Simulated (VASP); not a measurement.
# Li (Fd-3m) in VASP: notebook

The runs below take Li through single point, relaxation of cell and atoms, with PBEsol.

Program: VASP 6.6.1. These are calculated values, not measurements. Logs are shortened: lines on timing, memory, paths and dates and some standing lists are left out, and cuts for length are marked.

### 1 The cell of the first run

It takes space group Fd-3m (No. 227, cubic). The conventional cell has a = 4.413 Å, b = 4.413 Å, c = 4.413 Å, α = 90.00°, β = 90.00°, γ = 90.00°. Within 2.5 Å of Li (site symmetry -43m) lie 4 Li at 1.91 Å.

This isn't the form of Li at room conditions, which is bcc.

### 2 Single point, PBEsol

The input, INCAR:

```
SYSTEM = Li
PREC     = Accurate       ! precision mode
ENCUT    = 520            ! plane-wave cutoff, eV
EDIFF    = 1E-6           ! SCF threshold, eV
ISMEAR   = -1             ! smearing method
SIGMA    = 0.1            ! smearing width, eV
LREAL    = .False.        ! projectors in reciprocal space
LASPH    = .True.         ! aspherical terms in the spheres
NELM     = 100            ! most SCF steps
ALGO     = Normal         ! electronic algorithm
ISIF     = 2              ! what is computed and relaxed
LWAVE    = .False.        ! write WAVECAR
LCHARG   = .False.        ! write CHGCAR
GGA      = PS             ! functional
NBANDS   = 10             ! bands
```

The input, KPOINTS:

```
Automatic mesh
0
Gamma
  12 12 12
  0 0 0
```

The input, POSCAR:

```
Li
1.0
    0.0000000000      2.2064049360      2.2064049360
    2.2064049360      0.0000000000      2.2064049360
    2.2064049360      2.2064049360      0.0000000000
Li
2
Direct
    0.0000000000      0.0000000000      0.0000000000
    0.2500000000      0.2500000000      0.2500000000
```

Potentials or basis: VASP PAW PBE potentials, release 64 (Li_sv).

Launch:

```sh
$ cat potpaw_PBE.64/Li_sv/POTCAR > POTCAR
$ mpirun -np 1 vasp_std > vasp.out
```

OUTCAR:

```text
SYSTEM = Li
   PREC = Accurate
   ENCUT = 520
   EDIFF = 1E-6
   ISMEAR = -1
   LREAL = .False.
   LASPH = .True.
   NELM = 100
   ISIF = 2
   GGA = PS

 ion  position               nearest neighbor table
   1  0.000  0.000  0.000-   2 1.91   2 1.91   2 1.91   2 1.91
   2  0.250  0.250  0.250-   1 1.91   1 1.91   1 1.91   1 1.91

  LATTYP: Found a face centered cubic cell.
 ALAT       =     4.4128098720

  Lattice vectors:

 A1 = (   0.0000000000,   2.2064049360,   2.2064049360)
 A2 = (   2.2064049360,   0.0000000000,   2.2064049360)
 A3 = (   2.2064049360,   2.2064049360,   0.0000000000)

Analysis of symmetry for initial positions (statically):
=====================================================================
 Subroutine PRICEL returns:
 Original cell was already a primitive cell.

 Routine SETGRP: Setting up the symmetry group for a
 face centered cubic supercell.

 Subroutine GETGRP returns: Found 48 space group operations
 (whereof 24 operations were pure point group operations)
 out of a pool of 48 trial point group operations.

The static configuration has the point symmetry T_d .
 The point group associated with its full space group is O_h .

Analysis of symmetry for dynamics (positions and initial velocities):
=====================================================================
 Subroutine PRICEL returns:
 Original cell was already a primitive cell.

 Routine SETGRP: Setting up the symmetry group for a
 face centered cubic supercell.

 Subroutine GETGRP returns: Found 48 space group operations
 (whereof 24 operations were pure point group operations)
 out of a pool of 48 trial point group operations.

The dynamic configuration has the point symmetry T_d .
 The point group associated with its full space group is O_h .

 Subroutine INISYM returns: Found 48 space group operations
 (whereof 24 operations are pure point group operations),
 and found     1 'primitive' translations

----------------------------------------------------------------------------------------

                                     Primitive cell

  volume of cell :      21.4825

  direct lattice vectors                    reciprocal lattice vectors
     0.000000000  2.206404936  2.206404936    -0.226612981  0.226612981  0.226612981
     2.206404936  0.000000000  2.206404936     0.226612981 -0.226612981  0.226612981
     2.206404936  2.206404936  0.000000000     0.226612981  0.226612981 -0.226612981
[... 88 lines left out ...]
   IBRION =     -1    ionic relax: 0-MD 1-quasi-New 2-CG
   NFREE  =      0    steps in history (QN), initial steepest desc. (CG)
   ISIF   =      2    stress and relaxation
   ISYM   =      2    0-nonsym 1-usesym 2-fastsym
   POTIM  = 0.5000    time-step for ionic-motion
   TEBEG  =    0.0;   TEEND  =   0.0 temperature during run
   PSTRESS=    0.0 pullay stress
   NELECT =       6.0000    total number of electrons
   NUPDOWN=      -1.0000    fix difference up-down
   EMIN   =  10.00;   EMAX   =-10.00  energy-range for DOS
   EFERMI =   0.00;   METHOD = LEGACY
   ISMEAR =    -1;   SIGMA  =   0.10  broadening in eV -4-tet -1-fermi 0-gaus
   EFERMI_NEDOS =   21; number of points for ismear=-14 and -15
   IALGO  =     38    algorithm
   IMIX   =      4    mixing-type and parameters
     AMIX     =   0.40;   BMIX     =  1.00
     AMIX_MAG =   1.60;   BMIX_MAG =  1.00
  volume/ion in A,a.u.               =      10.74        72.49
  Fermi-wavevector in a.u.,A,eV,Ry     =   1.070114  2.022222 15.580628  1.145144
  Thomas-Fermi vector in A             =   2.205814
   LORBIT       =      0    0 simple, 1 ext, 2 COOP (PROOUT), +10 PAW based schemes
   GGA     = PS    functional components
   LHFCALC =     F    Hartree Fock is set to
   AEXX    =    0.0000 exact exchange contribution
   IVDW    =     0    specifies the selected vdW correction
   LEPSILON=     F    determine dielectric tensor
   LRPA    =     F    only Hartree local field effects (RPA)
 non-spin polarized calculation
  energy-cutoff  :      520.00
  volume of cell :       21.48
 maximum number of plane-waves:       604
   NGX = 11   NGY = 11   NGZ = 11

 number of electron       6.0000012 magnetization

 Free energy of the ion-electron system (eV)
  ---------------------------------------------------
  ext. energy  EPLUGINS =         0.00000000
  ---------------------------------------------------
  free energy    TOTEN  =        -1.95410935 eV

  energy without entropy =       -1.94882223  energy(sigma->0) =       -1.95146579

 E-fermi :   3.8544     XC(G=0):  -8.7719

 val. band max:        3.8180219085   @ k =  -0.3333   0.5000   0.1667
 cond. band min:       3.9069369163   @ k =  -0.4167   0.5000   0.0833
 fundamental gap:      0.0889150077
 Fermi energy:         3.8543913848

 k-point     1 :       0.0000    0.0000    0.0000
  band No.  band energies     occupation
      1     -44.0927      2.00000
      2     -43.1591      2.00000
      3      -0.9686      2.00000
      4      13.4991      0.00000
      5      13.4991      0.00000
      6      13.4992      0.00000
      7      14.9811      0.00000
      8      14.9811      0.00000
      9      14.9811      0.00000
     10      23.2263      0.00000
[... 287 lines left out ...]
 k-point    24 :      -0.4167    0.1667    0.0000
  band No.  band energies     occupation
      1     -43.8095      2.00000
      2     -43.4223      2.00000
      3       1.2704      2.00000
      4       5.2685      0.00000
      5       8.9634      0.00000
      6       9.8250      0.00000
      7      14.7660      0.00000
      8      17.4653      0.00000
      9      21.1957      0.00000
     10      22.2172      0.00000

 [... further k-points ...]

------------------------ aborting loop because EDIFF is reached ----------------------------------------

  FORCE on cell =-STRESS in cart. coord.  units (eV):
  Direction    XX          YY          ZZ          XY          YZ          ZX
  --------------------------------------------------------------------------------------
  -------------------------------------------------------------------------------------
  Total        2.6437094      2.6437094      2.6437094      0.0000000      0.0000000      0.0000000
  in kB      197.1690009    197.1690009    197.1690009      0.0000000      0.0000000      0.0000000
  external PRESSURE =     197.1690009 kB  Pullay stress =       0.0000000 kB

 VOLUME and BASIS-vectors are now :
 -----------------------------------------------------------------------------
  energy-cutoff  :      520.00
  volume of cell :       21.48
      direct lattice vectors                 reciprocal lattice vectors
     0.000000000  2.206404936  2.206404936    -0.226612981  0.226612981  0.226612981
     2.206404936  0.000000000  2.206404936     0.226612981 -0.226612981  0.226612981
     2.206404936  2.206404936  0.000000000     0.226612981  0.226612981 -0.226612981

 POSITION                                       TOTAL-FORCE (eV/Angst)
 -----------------------------------------------------------------------------------
      0.00000      0.00000      0.00000        -0.000000     -0.000000     -0.000000
      1.10320      1.10320      1.10320         0.000000      0.000000      0.000000
 -----------------------------------------------------------------------------------
    total drift:                               -0.000000      0.000000      0.000000

  FREE ENERGIE OF THE ION-ELECTRON SYSTEM (eV)
  ---------------------------------------------------
  free  energy   TOTEN  =        -1.9541093471 eV

  energy  without entropy=       -1.9488222292  energy(sigma->0) =       -1.95146579
```

stdout:

```text
POSCAR found type information on POSCAR Li
 POSCAR found :  1 types and       2 ions
 scaLAPACK will be used
 -----------------------------------------------------------------------------
|                                                                             |
|                                                                             |
|     You enforced a specific xc type in the INCAR file but a different       |
|     I HOPE YOU KNOW WHAT YOU ARE DOING!                                     |
|                                                                             |
 -----------------------------------------------------------------------------

 LDA part: xc-table for (Slater+PW92), standard interpolation
 POSCAR, INCAR and KPOINTS ok, starting setup
 FFT: planning ... GRIDC
 FFT: planning ... GRID_SOFT
 FFT: planning ... GRID
 WAVECAR not read
 entering main loop
```

Wall time 11 s (1 thread of AMD EPYC 7R13 (Zen 3), shared host); peak memory 0.1 GiB.

Results:

```
Free energy            : -1.9541 eV
Band gap on the k mesh : zero (bands 3 and 4 overlap by 0.18 eV)
```

Levels at points of the mesh, in eV from the Fermi level:
```csv
k point,band 1,band 2,band 3,band 4,band 5,band 6,band 7,band 8
"(0.00, 0.00, 0.00)",-47.95,-47.01,-4.82,9.64,9.64,9.64,11.13,11.13
"(0.50, 0.00, 0.00)",-47.70,-47.24,-3.01,1.29,7.12,7.12,11.34,11.34
"(0.50, 0.50, 0.00)",-47.47,-47.47,0.10,0.10,3.27,3.27,11.01,11.01
```

Caveat: the cutoff is under 1.25 times the usual one of these potentials, so pressure, stress and relaxed cells hold a basis-set (Pulay) error; the PAW data sets were made with another functional, which shifts forces and pressure a little.

### 3 Single point, PBEsol

This run uses another cell than the first one, of 25.63 Å³/atom.

The input, INCAR:

```
SYSTEM = Li
  PREC = Accurate
  ENCUT = 520
  EDIFF = 1E-7
  ISMEAR = -1
  SIGMA = 0.1
  LREAL = .FALSE.
  LASPH = .TRUE.
  NELM = 100
  ALGO = Normal
  ISIF = 2
  LWAVE = .FALSE.
  LCHARG = .FALSE.
  GGA = PS
  NBANDS = 10
```

The input, KPOINTS:

```
Automatic mesh
0
G
  12 12 12
  0 0 0
```

The input, POSCAR:

```
Li
1.0
    0.0000000000      2.9482367047      2.9482367047
    2.9482367047      0.0000000000      2.9482367047
    2.9482367047      2.9482367047      0.0000000000
Li
2
Direct
    0.0000000000      0.0000000000      0.0000000000
    0.2500000000      0.2500000000      0.2500000000
```

Potentials or basis: VASP PAW PBE potentials, release 64 (Li_sv).

Launch:

```sh
$ cat potpaw_PBE.64/Li_sv/POTCAR > POTCAR
$ mpirun -np 1 vasp_std > vasp.out
```

Run time: 19 s. Hardware: 1 thread of AMD EPYC 7R13 (Zen 3), shared host; peak memory 0.14 GiB.

Results (log left out):

```yaml
Free_energy: -2.9114 eV
Band_gap_on_the_k_mesh: zero (bands 3 and 4 overlap by 0.91 eV)
```

Levels at points of the mesh, in eV from the Fermi level:
| k point | band 1 | band 2 | band 3 | band 4 | band 5 | band 6 | band 7 |
| --- | --- | --- | --- | --- | --- | --- | --- |
| (0.00, 0.00, 0.00) | -47.17 | -47.09 | -3.35 | 5.58 | 5.58 | 5.58 | 6.69 |
| (0.50, 0.00, 0.00) | -47.15 | -47.11 | -1.22 | -0.32 | 4.21 | 4.21 | 7.00 |
| (0.50, 0.50, 0.00) | -47.13 | -47.13 | 0.09 | 0.09 | 2.23 | 2.23 | 5.66 |

Caveat: the cutoff is under 1.25 times the usual one of these potentials, so pressure, stress and relaxed cells hold a basis-set (Pulay) error; the PAW data sets were made with another functional, which shifts forces and pressure a little.

### 4 Relaxation of cell and atoms, PBEsol

This run uses another cell than the first one, of 28.09 Å³/atom.

The input, INCAR:

```
SYSTEM = Li
  ALGO = Normal
  EDIFF = 1E-6
  EDIFFG = -0.02
  ENCUT = 600
  GGA = PS
  IBRION = 2
  ISIF = 3
  ISMEAR = -1
  LASPH = .True.
  LCHARG = .False.
  LREAL = .False.
  LWAVE = .False.
  NELM = 100
  NSW = 80
  PREC = Accurate
  SIGMA = 0.1
```

The input, KPOINTS:

```
k-points
0
Gamma
  12 12 12
  0 0 0
```

The input, POSCAR:

```
Li
1.0
    0.0000000000      3.0400000000      3.0400000000
    3.0400000000      0.0000000000      3.0400000000
    3.0400000000      3.0400000000      0.0000000000
Li
2
Direct
    0.0000000000      0.0000000000      0.0000000000
    0.2500000000      0.2500000000      0.2500000000
```

Launch:

```sh
$ cat potpaw_PBE.64/Li_sv/POTCAR > POTCAR
$ mpirun -np 1 vasp_std > vasp.out
```

Wall time 67 s (1 thread of AMD EPYC 7R13 (Zen 3), shared host); peak memory 0.17 GiB.

Results (log left out):

- Free energy: -2.9169 eV
- Relaxed volume: 24.36 Å³/atom
- Relaxed cell: a = 4.099 Å, b = 4.099 Å, c = 4.099 Å, α = 60.00°, β = 60.00°, γ = 60.00°
- Space group after relaxing (to 0.1 Å): Fd-3m (No. 227)
- Energy gained by relaxing: 5.8 meV/atom
- Ionic steps: 4
- Pressure after relaxing: 0.1 GPa
- Band gap on the k mesh: zero (bands 3 and 4 overlap by 0.85 eV)

The path:
| step | energy change (eV) | largest force (eV/Å) | pressure (GPa) | volume (Å³) |
| --- | --- | --- | --- | --- |
| 1 | 0.0000 | 0.0000 | -0.55 | 56.19 |
| 2 | -0.0026 | 0.0000 | -0.50 | 55.41 |
| 3 | -0.0085 | 0.0000 | -0.33 | 53.11 |
| 4 | -0.0116 | 0.0000 | 0.13 | 48.71 |

Final structure:
```yaml
crystal:
  lattice:
    - [0.00000, 2.89866, 2.89866]
    - [2.89866, 0.00000, 2.89866]
    - [2.89866, 2.89866, 0.00000]
  atoms:
    - { symbol: Li, position: [0.00000, 0.00000, 0.00000] }
    - { symbol: Li, position: [0.25000, 0.25000, 0.25000] }
```

Levels at points of the mesh, in eV from the Fermi level:
| k point | band 1 | band 2 | band 3 | band 4 | band 5 | band 6 |
| --- | --- | --- | --- | --- | --- | --- |
| (0.00, 0.00, 0.00) | -47.17 | -47.08 | -3.45 | 5.76 | 5.76 | 5.76 |
| (0.50, 0.00, 0.00) | -47.15 | -47.10 | -1.31 | -0.29 | 4.34 | 4.34 |
| (0.50, 0.50, 0.00) | -47.12 | -47.12 | 0.08 | 0.08 | 2.27 | 2.27 |

Caveat: the cutoff is under 1.25 times the usual one of these potentials, so pressure, stress and relaxed cells hold a basis-set (Pulay) error; the PAW data sets were made with another functional, which shifts forces and pressure a little.

### 5 Relaxation of cell and atoms, PBEsol, target pressure 20 GPa, at which the enthalpy is minimised

This run uses another cell than the first one, of 28.09 Å³/atom.

The input, INCAR:

```
PREC     = Accurate       # precision mode
ENCUT    = 600            # plane-wave cutoff, eV
EDIFF    = 1E-7           # SCF threshold, eV
ISMEAR   = -1             # smearing method
SIGMA    = 0.1            # smearing width, eV
LREAL    = False          # projectors in reciprocal space
LASPH    = True           # aspherical terms in the spheres
NELM     = 60             # most SCF steps
ALGO     = Normal         # electronic algorithm
ISIF     = 3              # what is computed and relaxed
LWAVE    = False          # write WAVECAR
LCHARG   = False          # write CHGCAR
GGA      = PS             # functional
IBRION   = 2              # ionic algorithm
NSW      = 80             # ionic steps
EDIFFG   = -0.02          # ionic threshold
PSTRESS  = 200.0
```

The input, KPOINTS:

```
regular mesh
0
Gamma
  12 12 12
```

POSCAR is that of step 4.

Launch:

```sh
$ cat potpaw_PBE.64/Li_sv/POTCAR > POTCAR
$ mpirun -np 1 vasp_std > vasp.out
```

It took 2.2 min on 1 thread of AMD EPYC 7R13 (Zen 3), shared host; peak memory 0.18 GiB.

Results (log left out):

| Quantity | Value |
| --- | --- |
| Free energy | -1.9773 eV |
| Relaxed volume | 10.72 Å³/atom |
| Relaxed cell | a = 3.118 Å, b = 3.118 Å, c = 3.118 Å, α = 60.00°, β = 60.00°, γ = 60.00° |
| Space group after relaxing (to 0.1 Å) | Fd-3m (No. 227) |
| Energy change on relaxing (the run minimises the enthalpy) | +464.0 meV/atom |
| Ionic steps | 6 |
| Pressure after relaxing | 20.0 GPa |
| Band gap on the k mesh | zero (bands 3 and 4 overlap by 0.17 eV) |

Step by step:
```
step  energy change (eV)  largest force (eV/Å)  pressure (GPa)  volume (Å³)
   1              0.0000                0.0000           -0.55        56.19
   2              0.2129                0.0000            5.56        31.68
   3              0.5763                0.0000           12.73        24.94
   4              2.4334                0.0000           56.86        14.46
   5              0.8697                0.0000           18.80        21.91
   6              0.9280                0.0000           20.05        21.43
```

Final structure:
```
Li
1.0
     0.00000    2.20472    2.20472
     2.20472    0.00000    2.20472
     2.20472    2.20472    0.00000
Li
2
Cartesian
  2.2047 2.2047 4.4094
  1.1024 1.1024 1.1024
```

Levels at points of the mesh, in eV from the Fermi level:
| k point | band 1 | band 2 | band 3 | band 4 | band 5 | band 6 |
| --- | --- | --- | --- | --- | --- | --- |
| (0.00, 0.00, 0.00) | -47.93 | -47.00 | -4.85 | 9.66 | 9.66 | 9.66 |
| (0.50, 0.00, 0.00) | -47.69 | -47.22 | -3.01 | 1.27 | 7.13 | 7.13 |
| (0.50, 0.50, 0.00) | -47.45 | -47.45 | 0.09 | 0.09 | 3.28 | 3.28 |

Caveat: the cutoff is under 1.25 times the usual one of these potentials, so pressure, stress and relaxed cells hold a basis-set (Pulay) error; the cell is relaxed towards a set pressure, so the run minimises the enthalpy, not the energy; the volume moved by over 15 % at a fixed basis, so the end points are rough; the PAW data sets were made with another functional, which shifts forces and pressure a little.

[end of part 1 of 2]
